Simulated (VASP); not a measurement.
# LaMg6Sb in VASP: a series of runs, part 2 of 2

VASP 6.6.1. Earlier steps stand in the parts before.

## Step 3: Single point, PBE (atoms moved at random)

Contents of INCAR:

```
PREC = Accurate
ENCUT = 520
EDIFF = 1E-6
ISMEAR = -1
SIGMA = 0.05
LREAL = F
LASPH = T
NELM = 100
ALGO = Fast
ISIF = 2
LWAVE = F
LCHARG = F
GGA = PE
NBANDS = 24
```

Contents of KPOINTS:

```
Automatic mesh
0
Gamma
  6 5 5
```

Contents of POSCAR:

```
LaMg6Sb
1.0
    5.0036920000      0.0000000000      0.0000000000
    0.0000000000      3.2620095000      6.3351285000
    0.0000000000     -3.2620095000      6.3351285000
La Sb Mg
1 1 6
Direct
   -0.0028860000      0.8024730000      0.8048490000
    0.5031710000      0.6284750000      0.6436520000
    0.4940050000      0.2080150000      0.2052570000
    0.4915960000      0.1773210000      0.6920310000
    0.5066010000      0.6773940000      0.1816590000
    0.0035420000      0.3529250000      0.3499310000
   -0.0071360000      0.2949050000      0.8510360000
    0.0077110000      0.8360920000      0.3060170000
```

Potentials or basis: VASP PAW PBE potentials, release 64 (La, Sb, Mg).

Started as:

```sh
> cat potpaw_PBE.64/La/POTCAR potpaw_PBE.64/Sb/POTCAR potpaw_PBE.64/Mg/POTCAR > POTCAR
> mpirun -np 1 vasp_std > vasp.out
```

OUTCAR:

```text
PREC = Accurate
   ENCUT = 520
   EDIFF = 1E-6
   ISMEAR = -1
   LREAL = F
   LASPH = T
   NELM = 100
   ISIF = 2
   GGA = PE

 ion  position               nearest neighbor table
   1  0.997  0.802  0.805-   2 3.26   6 3.30   2 3.30   6 3.34   5 3.35   4 3.38   4 3.42   8 3.42
                             5 3.42   7 3.44
   2  0.503  0.628  0.644-   4 3.03   5 3.10   7 3.12   8 3.16   8 3.20   7 3.21   1 3.26   1 3.30
                             3 3.33   3 3.44
   3  0.494  0.208  0.205-   6 3.06   6 3.14   5 3.25   2 3.33   7 3.34   4 3.35   7 3.35   8 3.35
                             2 3.44   8 3.45
   4  0.492  0.177  0.692-   2 3.03   7 3.05   7 3.06   6 3.15   5 3.23   6 3.24   5 3.30   3 3.35
                             1 3.38   1 3.42
   5  0.507  0.677  0.182-   8 3.08   8 3.08   2 3.10   6 3.12   6 3.15   4 3.23   3 3.25   4 3.30
                             1 3.35   1 3.42
   6  0.004  0.353  0.350-   3 3.06   5 3.12   3 3.14   5 3.15   4 3.15   4 3.24   8 3.27   1 3.30
                             1 3.34   7 3.35
   7  0.993  0.295  0.851-   8 2.98   4 3.05   4 3.06   2 3.12   2 3.21   3 3.34   6 3.35   3 3.35
                             1 3.44   8 3.54
   8  0.008  0.836  0.306-   7 2.98   5 3.08   5 3.08   2 3.16   2 3.20   6 3.27   3 3.35   1 3.42
                             3 3.45   7 3.54

  LATTYP: Found a base centered orthorhombic cell.
 ALAT       =     6.5240190000
 B/A-ratio  =     1.9420938228
 C/A-ratio  =     0.7669646578

  Lattice vectors:

 A1 = (   0.0000000000,   3.2620095000,  -6.3351285000)
 A2 = (   0.0000000000,   3.2620095000,   6.3351285000)
 A3 = (   5.0036920000,   0.0000000000,   0.0000000000)

Analysis of symmetry for initial positions (statically):
=====================================================================
 Subroutine PRICEL returns:
 Original cell was already a primitive cell.

 Routine SETGRP: Setting up the symmetry group for a
 base centered orthorhombic supercell.

 Subroutine GETGRP returns: Found  1 space group operations
 (whereof  1 operations were pure point group operations)
 out of a pool of  8 trial point group operations.

The static configuration has the point symmetry C_1 .

Analysis of symmetry for dynamics (positions and initial velocities):
=====================================================================
 Subroutine PRICEL returns:
 Original cell was already a primitive cell.

 Routine SETGRP: Setting up the symmetry group for a
 base centered orthorhombic supercell.

 Subroutine GETGRP returns: Found  1 space group operations
 (whereof  1 operations were pure point group operations)
 out of a pool of  8 trial point group operations.

The dynamic configuration has the point symmetry C_1 .

 Subroutine INISYM returns: Found  1 space group operations
 (whereof  1 operations are pure point group operations),
 and found     1 'primitive' translations

----------------------------------------------------------------------------------------

                                     Primitive cell

  volume of cell :     206.8051

  direct lattice vectors                    reciprocal lattice vectors
     5.003692000  0.000000000  0.000000000     0.199852429  0.000000000  0.000000000
     0.000000000  3.262009500  6.335128500     0.000000000  0.153279750  0.078924997
     0.000000000 -3.262009500  6.335128500     0.000000000 -0.153279750  0.078924997

  length of vectors
     5.003692000  7.125626926  7.125626926     0.199852429  0.172406023  0.172406023
[... 54 lines left out ...]
  0.000000  0.200000  0.000000      2.000000
  0.000000 -0.000000 -0.200000      2.000000
[... 16 lines left out ...]
  0.333333  0.400000  0.000000      2.000000
  0.333333 -0.400000 -0.000000      2.000000
 [... further k-points ...]
   k-points           NKPTS =     76   k-points in BZ     NKDIM =     76   number of bands    NBANDS=     24
   number of dos      NEDOS =    301   number of ions     NIONS =      8
   total plane-waves  NPLWV = 116640
   dimension x,y,z NGX =    40 NGY =   54 NGZ =   54
   dimension x,y,z NGXF=    80 NGYF=  108 NGZF=  108
   ions per type =               1   1   6
   NGX,Y,Z   is equivalent  to a cutoff of  13.29, 12.60, 12.60 a.u.
   NGXF,Y,Z  is equivalent  to a cutoff of  26.58, 25.20, 25.20 a.u.
 SYSTEM =  unknown system
   PREC   = accura    normal or accurate (medium, high low for compatibility)
   ISTART =      0    job   : 0-new  1-cont  2-samecut
   ICHARG =      2    charge: 1-file 2-atom 10-const
   ISPIN  =      1    spin polarized calculation?
   LNONCOLLINEAR =      F non collinear calculations
   LSORBIT =      F    spin-orbit coupling
   LASPH  =      T    aspherical Exc in radial PAW
   ENCUT  =  520.0 eV  38.22 Ry    6.18 a.u.   9.30 13.25 13.25*2*pi/ulx,y,z
   NELM   =    100;   NELMIN=  2; NELMDL= -5     # of ELM steps
   EDIFF  = 0.1E-05   stopping-criterion for ELM
   LREAL  =      F    real-space projection
   EDIFFG = 0.1E-04   stopping-criterion for IOM
   NSW    =      0    number of steps for IOM
   IBRION =     -1    ionic relax: 0-MD 1-quasi-New 2-CG
   NFREE  =      0    steps in history (QN), initial steepest desc. (CG)
   ISIF   =      2    stress and relaxation
   ISYM   =      2    0-nonsym 1-usesym 2-fastsym
   POTIM  = 0.5000    time-step for ionic-motion
   TEBEG  =    0.0;   TEEND  =   0.0 temperature during run
   PSTRESS=    0.0 pullay stress
   NELECT =      28.0000    total number of electrons
   NUPDOWN=      -1.0000    fix difference up-down
   EMIN   =  10.00;   EMAX   =-10.00  energy-range for DOS
   EFERMI =   0.00;   METHOD = LEGACY
   ISMEAR =    -1;   SIGMA  =   0.05  broadening in eV -4-tet -1-fermi 0-gaus
   EFERMI_NEDOS =   21; number of points for ismear=-14 and -15
   IALGO  =     68    algorithm
   IMIX   =      4    mixing-type and parameters
     AMIX     =   0.40;   BMIX     =  1.00
     AMIX_MAG =   1.60;   BMIX_MAG =  1.00
  volume/ion in A,a.u.               =      25.85       174.45
  Fermi-wavevector in a.u.,A,eV,Ry     =   0.840634  1.588568  9.614775  0.706666
  Thomas-Fermi vector in A             =   1.955048
   LORBIT       =      0    0 simple, 1 ext, 2 COOP (PROOUT), +10 PAW based schemes
   GGA     = PE    functional components
   LHFCALC =     F    Hartree Fock is set to
   AEXX    =    0.0000 exact exchange contribution
   IVDW    =     0    specifies the selected vdW correction
   LEPSILON=     F    determine dielectric tensor
   LRPA    =     F    only Hartree local field effects (RPA)
 non-spin polarized calculation
 RMM-DIIS sequential band-by-band and
  energy-cutoff  :      520.00
  volume of cell :      206.81
 maximum number of plane-waves:      5584
 NGX is ok and might be reduce to    40
   NGX = 19   NGY = 27   NGZ = 27

 number of electron      27.9999999 magnetization

 Free energy of the ion-electron system (eV)
  ---------------------------------------------------
  ext. energy  EPLUGINS =         0.00000000
  ---------------------------------------------------
  free energy    TOTEN  =       -19.22379093 eV

  energy without entropy =      -19.19318516  energy(sigma->0) =      -19.20848805

 E-fermi :   4.1411     XC(G=0):  -8.8016

 val. band max:        4.1410472838   @ k =   0.3333  -0.2000  -0.0000
 cond. band min:       4.1469007804   @ k =   0.5000   0.2000   0.2000
 fundamental gap:      0.0058534966
 Fermi energy:         4.1410908633

 k-point     1 :       0.0000    0.0000    0.0000
  band No.  band energies     occupation
      1     -28.6857      2.00000
      2     -12.4462      2.00000
      3     -12.4413      2.00000
      4     -12.4277      2.00000
      5      -5.4144      2.00000
      6      -0.8418      2.00000
[... 637 lines left out ...]
     23       6.0413      0.00000
     24       6.2074      0.00000

 [... further k-points ...]
[... 5 lines left out ...]
  --------------------------------------------------------------------------------------
  -------------------------------------------------------------------------------------
  Total       -0.2269024     -0.3917515     -0.0169869      0.0251872      0.2613321     -0.0462479
  in kB       -1.7578765     -3.0350091     -0.1316021      0.1951326      2.0246132     -0.3582956
  external PRESSURE =      -1.6414959 kB  Pullay stress =       0.0000000 kB

 VOLUME and BASIS-vectors are now :
 -----------------------------------------------------------------------------
  energy-cutoff  :      520.00
  volume of cell :      206.81
      direct lattice vectors                 reciprocal lattice vectors
     5.003692000  0.000000000  0.000000000     0.199852429  0.000000000  0.000000000
     0.000000000  3.262009500  6.335128500     0.000000000  0.153279750  0.078924997
     0.000000000 -3.262009500  6.335128500     0.000000000 -0.153279750  0.078924997

 POSITION                                       TOTAL-FORCE (eV/Angst)
 -----------------------------------------------------------------------------------
      4.98925     -0.00775     10.18259         0.098833      0.030289      0.342503
      2.51771     -0.04951      8.05909        -0.079675      0.081408     -0.191035
      2.47185      0.00900      2.61813         0.076285     -0.054896     -0.056110
      2.45979     -1.67899      5.50746         0.077769      0.016945     -0.011916
      2.53488      1.61709      5.44221        -0.057699     -0.000702      0.143751
      0.01772      0.00977      4.45268        -0.098398     -0.104775      0.062712
      4.96799     -1.81410      7.25968         0.023679     -0.020399     -0.138703
      0.03858      1.72911      7.23541        -0.040793      0.052129     -0.151202
 -----------------------------------------------------------------------------------
    total drift:                               -0.000668     -0.000268      0.001399

  FREE ENERGIE OF THE ION-ELECTRON SYSTEM (eV)
  ---------------------------------------------------
  free  energy   TOTEN  =       -19.2237909327 eV

  energy  without entropy=      -19.1931851625  energy(sigma->0) =      -19.20848805
```

Run time: 22 min. Hardware: 1 thread of Intel Xeon Platinum 8259CL at 2.50GHz (Skylake/Cascade Lake), shared host; peak memory 0.66 GiB.

Results:

| Property | Result |
| --- | --- |
| Free energy | -19.2238 eV |
| Pressure | -0.2 GPa |
| Largest force | 0.358 eV/Å |
| Band gap on the k mesh | zero (band 14 reaches 4.49 eV, above the bottom of band 15 at 3.36 eV) |

Forces on the atoms (eV/Å):
```
La   0.099  0.030  0.343
Sb  -0.080  0.081 -0.191
Mg   0.076 -0.055 -0.056
Mg   0.078  0.017 -0.012
Mg  -0.058 -0.001  0.144
Mg  -0.098 -0.105  0.063
Mg   0.024 -0.020 -0.139
Mg  -0.041  0.052 -0.151
```

Stress tensor (GPa, compression positive):
```
-0.18  0.02 -0.04
 0.02 -0.30  0.20
-0.04  0.20 -0.01
```

Caveat: the cell differs from its parent crystal (atoms moved at random); spin-orbit coupling is left out, which moves the levels of the heavy elements.
